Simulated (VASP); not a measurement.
# C19O in VASP: a series of runs

C19O is run at these levels: LDA; tasks: single point.

All numbers are computed with VASP 6.6.1; they aren't measurements. Logs are shortened: lines on timing, memory, paths and dates and some standing lists are left out, and cuts for length are marked.

**1. The cell of the first run**

The cell holds a slab with vacuum, 20 atoms: a = 7.398 Å, b = 7.398 Å, c = 12.000 Å, α = 90.00°, β = 90.00°, γ = 120.00°.

**2. Single point, LDA**

INCAR reads:

```
PREC = Accurate
ENCUT = 520
EDIFF = 1E-6
ISMEAR = 0
SIGMA = 0.05
LREAL = Auto
LASPH = True
NELM = 100
ALGO = Normal
ISIF = 2
LWAVE = False
LCHARG = False
NBANDS = 57
```

KPOINTS reads:

```
regular mesh
0
Gamma
  2 2 1
```

POSCAR reads:

```
C19O
1.0
    7.3980000000      0.0000000000      0.0000000000
   -3.6990000000      6.4068560000      0.0000000000
    0.0000000000      0.0000000000     12.0000000000
C O
19 1
Direct
    0.0111289400      0.0039396859      0.0703036667
    0.2320361868      0.1143965152      0.0700615000
    0.0111868488      0.3352304157      0.0704202500
    0.2319769905      0.4456179443      0.0704428333
    0.0090757741      0.6685357061      0.0701305833
    0.2340276012      0.7810433074      0.0697127500
    0.3444443700      0.0018644090      0.0695174167
    0.5653331767      0.1123365345      0.0699584167
    0.3424393506      0.3352193338      0.0703747500
    0.5674220191      0.4476748034      0.0703912500
    0.3444252786      0.6706083296      0.0702901667
    0.5653570053      0.7810603204      0.0704536667
    0.6757653545      0.0018889140      0.0703348333
    0.9007486027      0.1143933936      0.0704580000
    0.6778028091      0.3372641745      0.0702361667
    0.8986611188      0.4476936894      0.0703444167
    0.6778385534      0.6685367987      0.0704905000
    0.8986421269      0.7789603824      0.0702920833
    0.4763285120      1.0041544558      0.3174738333
    0.3528171278      0.8360159804      0.3306043333
```

Potentials or basis: VASP PAW LDA potentials, release 64 (C, O).

The run is started by

```console
$ cat potpaw_LDA.64/C/POTCAR potpaw_LDA.64/O/POTCAR > POTCAR
$ mpirun -np 1 vasp_std > vasp.out
```

OUTCAR:

```text
PREC = Accurate
   ENCUT = 520
   EDIFF = 1E-6
   ISMEAR = 0
   LREAL = Auto
   LASPH = True
   NELM = 100
   ISIF = 2

 ion  position               nearest neighbor table
   1  0.011  0.004  0.070-  14 1.41   2 1.42  18 1.44
   2  0.232  0.114  0.070-   9 1.41   1 1.42   7 1.44
   3  0.011  0.335  0.070-   4 1.41  14 1.41  16 1.44
   4  0.232  0.446  0.070-   3 1.41   9 1.42  11 1.44
   5  0.009  0.669  0.070-  16 1.41  18 1.42   6 1.44
   6  0.234  0.781  0.070-   7 1.41  11 1.41   5 1.44
[... 10 lines left out ...]
  17  0.678  0.669  0.070-  18 1.41  10 1.42  12 1.44
  18  0.899  0.779  0.070-  17 1.41   5 1.42   1 1.44
  19  0.476  0.004  0.317-  20 1.13
  20  0.353  0.836  0.331-  19 1.13

  LATTYP: Found a hexagonal cell.
 ALAT       =     7.3980000000
 C/A-ratio  =     1.6220600162

  Lattice vectors:

 A1 = (   7.3980000000,   0.0000000000,   0.0000000000)
 A2 = (  -3.6990000000,   6.4068560000,   0.0000000000)
 A3 = (   0.0000000000,   0.0000000000,  12.0000000000)

Analysis of symmetry for initial positions (statically):
=====================================================================
 Subroutine PRICEL returns:
 Original cell was already a primitive cell.

 Routine SETGRP: Setting up the symmetry group for a
 hexagonal supercell.

 Subroutine GETGRP returns: Found  1 space group operations
 (whereof  1 operations were pure point group operations)
 out of a pool of 24 trial point group operations.

The static configuration has the point symmetry C_1 .

Analysis of symmetry for dynamics (positions and initial velocities):
=====================================================================
 Subroutine PRICEL returns:
 Original cell was already a primitive cell.

 Routine SETGRP: Setting up the symmetry group for a
 hexagonal supercell.

 Subroutine GETGRP returns: Found  1 space group operations
 (whereof  1 operations were pure point group operations)
 out of a pool of 24 trial point group operations.

The dynamic configuration has the point symmetry C_1 .

 Subroutine INISYM returns: Found  1 space group operations
 (whereof  1 operations are pure point group operations),
 and found     1 'primitive' translations

----------------------------------------------------------------------------------------

                                     Primitive cell
[... 109 lines left out ...]
   NSW    =      0    number of steps for IOM
   IBRION =     -1    ionic relax: 0-MD 1-quasi-New 2-CG
   NFREE  =      0    steps in history (QN), initial steepest desc. (CG)
   ISIF   =      2    stress and relaxation
   ISYM   =      2    0-nonsym 1-usesym 2-fastsym
   POTIM  = 0.5000    time-step for ionic-motion
   TEBEG  =    0.0;   TEEND  =   0.0 temperature during run
   PSTRESS=    0.0 pullay stress
   NELECT =      82.0000    total number of electrons
   NUPDOWN=      -1.0000    fix difference up-down
   EMIN   =  10.00;   EMAX   =-10.00  energy-range for DOS
   EFERMI =   0.00;   METHOD = LEGACY
   ISMEAR =     0;   SIGMA  =   0.05  broadening in eV -4-tet -1-fermi 0-gaus
   EFERMI_NEDOS =   21; number of points for ismear=-14 and -15
   IALGO  =     38    algorithm
   IMIX   =      4    mixing-type and parameters
     AMIX     =   0.40;   BMIX     =  1.00
     AMIX_MAG =   1.60;   BMIX_MAG =  1.00
  volume/ion in A,a.u.               =      28.44       191.91
  Fermi-wavevector in a.u.,A,eV,Ry     =   0.858419  1.622176 10.025902  0.736883
  Thomas-Fermi vector in A             =   1.975621
   LORBIT       =      0    0 simple, 1 ext, 2 COOP (PROOUT), +10 PAW based schemes
   GGA     = CA    functional components
   LHFCALC =     F    Hartree Fock is set to
   AEXX    =    0.0000 exact exchange contribution
   IVDW    =     0    specifies the selected vdW correction
   LEPSILON=     F    determine dielectric tensor
   LRPA    =     F    only Hartree local field effects (RPA)
 non-spin polarized calculation
 Gauss-broadening in eV      SIGMA  =   0.05
  energy-cutoff  :      520.00
  volume of cell :      568.78
 maximum number of plane-waves:     15363
 NGX is ok and might be reduce to    56
   NGX = 27   NGY = 27   NGZ = 45

 number of electron      82.0000003 magnetization

 Free energy of the ion-electron system (eV)
  ---------------------------------------------------
  ext. energy  EPLUGINS =         0.00000000
  ---------------------------------------------------
  free energy    TOTEN  =      -196.74066735 eV

  energy without entropy =     -196.74045279  energy(sigma->0) =     -196.74056007

 E-fermi :  -1.7668     XC(G=0):  -4.2632

 val. band max:       -1.8733767806   @ k =   0.0000   0.0000   0.0000
 cond. band min:      -1.6593828992   @ k =   0.0000   0.0000   0.0000
 fundamental gap:      0.2139938814
 Fermi energy:        -1.7667690760

 k-point     1 :       0.0000    0.0000    0.0000
  band No.  band energies     occupation
      1     -26.5263      2.00000
      2     -21.0598      2.00000
      3     -18.5867      2.00000
      4     -18.5714      2.00000
      5     -18.4508      2.00000
      6     -18.4462      2.00000
[... 213 lines left out ...]
     52       3.9676      0.00000
     53       4.0328      0.00000
 [bands above 53 left out]

------------------------ aborting loop because EDIFF is reached ----------------------------------------

  FORCE on cell =-STRESS in cart. coord.  units (eV):
  Direction    XX          YY          ZZ          XY          YZ          ZX
  --------------------------------------------------------------------------------------
  -------------------------------------------------------------------------------------
  Total       -8.8725910     -7.8447451     -0.1649798      0.2985319     -0.1335698      0.0210319
  in kB      -24.9931219    -22.0977922     -0.4647301      0.8409320     -0.3762515      0.0592445
  external PRESSURE =     -15.8518814 kB  Pullay stress =       0.0000000 kB

 VOLUME and BASIS-vectors are now :
 -----------------------------------------------------------------------------
  energy-cutoff  :      520.00
  volume of cell :      568.78
      direct lattice vectors                 reciprocal lattice vectors
     7.398000000  0.000000000  0.000000000     0.135171668  0.078041398  0.000000000
    -3.699000000  6.406856000  0.000000000     0.000000000  0.156082796  0.000000000
     0.000000000  0.000000000 12.000000000     0.000000000  0.000000000  0.083333333

 POSITION                                       TOTAL-FORCE (eV/Angst)
 -----------------------------------------------------------------------------------
      0.06776      0.02524      0.84364        -0.014114     -0.007556      0.002995
      1.29345      0.73292      0.84074        -0.002702      0.009302     -0.001218
     -1.15726      2.14777      0.84504         0.002791      0.015040     -0.000988
      0.06782      2.85501      0.84531        -0.015341      0.002137     -0.002980
     -2.40577      4.28321      0.84157         0.003296     -0.008579      0.001546
     -1.15774      5.00403      0.83655        -0.002412     -0.015005      0.001044
[... 12 lines left out ...]
      3.50851      0.02662      3.80969         0.302313      1.107526     -0.163173
     -0.48228      5.35623      3.96725        -0.281493     -1.100780      0.152761
 -----------------------------------------------------------------------------------
    total drift:                                0.001300      0.008116      0.039424

  FREE ENERGIE OF THE ION-ELECTRON SYSTEM (eV)
  ---------------------------------------------------
  free  energy   TOTEN  =      -196.7406673532 eV

  energy  without entropy=     -196.7404527947  energy(sigma->0) =     -196.74056007
```

OSZICAR:

```text
N       E                     dE             d eps       ncg     rms          rms(c)
DAV:   1     0.644240415670E+03    0.64424E+03   -0.33762E+04   464   0.115E+03
DAV:   2    -0.109702335460E+03   -0.75394E+03   -0.72950E+03   680   0.279E+02
DAV:   3    -0.207645584986E+03   -0.97943E+02   -0.97362E+02   543   0.105E+02
[... 14 lines left out ...]
DAV:  18    -0.196740617716E+03   -0.15262E-03   -0.13037E-05   496   0.903E-03    0.371E-03
DAV:  19    -0.196740649953E+03   -0.32237E-04   -0.18654E-06   448   0.358E-03    0.199E-03
DAV:  20    -0.196740664659E+03   -0.14706E-04   -0.12225E-06   375   0.249E-03    0.545E-04
DAV:  21    -0.196740666801E+03   -0.21420E-05   -0.23409E-07   344   0.122E-03    0.342E-04
DAV:  22    -0.196740667353E+03   -0.55220E-06   -0.53644E-08   335   0.565E-04
   1 F= -.19674067E+03 E0= -.19674056E+03  d E =-.214559E-03
```

Run time: 2.7 min. Hardware: 1 thread of AMD EPYC 9R45 (Zen 5), shared host; peak memory 0.43 GiB.

Results:

```
Free energy            : -196.7407 eV
Largest force          : 1.160 eV/Å
Band gap on the k mesh : 0.21 eV, direct
```

Forces in eV/Å, atoms in the order of the input:
```
C   -0.014 -0.008  0.003
C   -0.003  0.009 -0.001
C    0.003  0.015 -0.001
C   -0.015  0.002 -0.003
C    0.003 -0.009  0.002
C   -0.002 -0.015  0.001
C    0.012  0.010  0.000
C   -0.030  0.001  0.000
C    0.004 -0.006 -0.002
C    0.008 -0.007  0.001
C   -0.010 -0.007 -0.002
C    0.010  0.009  0.000
C    0.021 -0.018  0.003
C    0.005 -0.011  0.001
C   -0.006  0.001  0.002
C    0.001  0.012  0.001
C    0.009  0.016  0.001
C   -0.017 -0.002  0.005
C    0.302  1.108 -0.163
O   -0.281 -1.101  0.153
```

Levels at points of the mesh, in eV from the valence-band top:
| k point | band 37 | band 38 | band 39 | band 40 | band 41 | band 42 | band 43 | band 44 | band 45 | band 46 |
| --- | --- | --- | --- | --- | --- | --- | --- | --- | --- | --- |
| (0.00, 0.00, 0.00) | -4.01 | -2.92 | -2.92 | -0.01 | 0.00 | 0.21 | 0.22 | 2.52 | 2.60 | 3.63 |
| (0.50, 0.00, 0.00) | -2.57 | -2.56 | -2.52 | -2.51 | -2.24 | 1.69 | 2.38 | 2.48 | 2.57 | 2.64 |
| (0.00, 0.50, 0.00) | -2.56 | -2.56 | -2.53 | -2.52 | -2.24 | 1.73 | 2.36 | 2.47 | 2.58 | 2.65 |
| (0.50, 0.50, 0.00) | -2.58 | -2.55 | -2.52 | -2.51 | -2.24 | 1.72 | 2.35 | 2.46 | 2.61 | 2.65 |

Caveat: the k points lie up to 0.49 Å⁻¹ apart.

**3. Single point, LDA**

INCAR reads:

```
SYSTEM = C19O
  PREC = Accurate
  ENCUT = 520
  EDIFF = 1E-6
  ISMEAR = 0
  SIGMA = 0.05
  LREAL = Auto
  LASPH = .True.
  NELM = 100
  ALGO = Normal
  ISIF = 2
  LWAVE = .False.
  LCHARG = .False.
  NBANDS = 57
```

KPOINTS reads:

```
regular mesh
0
Gamma
  2 2 1
  0 0 0
```

POSCAR reads:

```
C19O
1.0
    7.3980000000      0.0000000000      0.0000000000
   -3.6990000000      6.4068560000      0.0000000000
    0.0000000000      0.0000000000     12.0000000000
C O
19 1
Direct
    0.0118908107      0.0025247953      0.0697863333
    0.2327420961      0.1129664847      0.0696015000
    0.0119078223      0.3338083453      0.0698680833
    0.2327491291      0.4442171012      0.0699961667
    0.0097945902      0.6671560903      0.0696180833
    0.2347556952      0.7796579165      0.0692245000
    0.3451342270      0.0004257939      0.0690588333
    0.5661129517      0.1109336623      0.0693805833
    0.3431748678      0.3338317577      0.0699528333
    0.5681395503      0.4462931585      0.0699370000
    0.3451872584      0.6692071743      0.0698620833
    0.5660773141      0.7796404352      0.0699545833
    0.6765105306      0.0005133563      0.0696716667
    0.9014954314      0.1130162751      0.0698598333
    0.6785586785      0.3358726964      0.0696871667
    0.8993733450      0.4462641271      0.0697870000
    0.6785342509      0.6671036465      0.0700065833
    0.8993838320      0.7775481453      0.0697815000
    0.4625980602      1.0191777371      0.3137965000
    0.4001638194      0.8475033620      0.3285649167
```

Potentials or basis: VASP PAW LDA potentials, release 64 (C, O).

The run is started by

```console
$ cat potpaw_LDA.64/C/POTCAR potpaw_LDA.64/O/POTCAR > POTCAR
$ mpirun -np 1 vasp_std > vasp.out
```

It took 4.4 min on 1 thread of Oxide Virtual Turin-like, shared host; peak memory 0.43 GiB.

The run converged. Its results:

| Quantity | Value |
| --- | --- |
| Free energy | -196.7465 eV |
| Largest force | 1.149 eV/Å |
| Band gap on the k mesh | 0.21 eV, direct |

Forces on the atoms (eV/Å):
```
C   -0.002 -0.008  0.000
C   -0.003 -0.001  0.000
C   -0.008  0.004 -0.002
C   -0.007  0.001  0.002
C   -0.002  0.003 -0.001
C   -0.010 -0.006 -0.001
C    0.003 -0.006 -0.001
C   -0.007  0.006 -0.002
C   -0.003  0.004 -0.002
C    0.007  0.003  0.004
C    0.002 -0.004  0.000
C    0.004 -0.006 -0.002
C    0.008 -0.005  0.006
C   -0.002 -0.001  0.000
C    0.000  0.005  0.003
C    0.004  0.003 -0.003
C    0.000  0.008 -0.001
C    0.007 -0.003 -0.001
C   -0.180  1.122 -0.175
O    0.189 -1.118  0.176
```

Levels at points of the mesh, in eV from the valence-band top:
```csv
k point,band 37,band 38,band 39,band 40,band 41,band 42,band 43,band 44,band 45,band 46
"(0.00, 0.00, 0.00)",-3.97,-2.92,-2.92,-0.02,0.00,0.21,0.22,2.53,2.64,3.64
"(0.50, 0.00, 0.00)",-2.58,-2.56,-2.52,-2.51,-2.24,1.71,2.35,2.44,2.61,2.64
"(0.00, 0.50, 0.00)",-2.57,-2.56,-2.52,-2.52,-2.24,1.73,2.36,2.48,2.58,2.64
"(0.50, 0.50, 0.00)",-2.58,-2.56,-2.53,-2.51,-2.24,1.70,2.39,2.46,2.57,2.63
```

Caveat: the k points lie up to 0.49 Å⁻¹ apart.

(Part 1 of 2 ends here.)
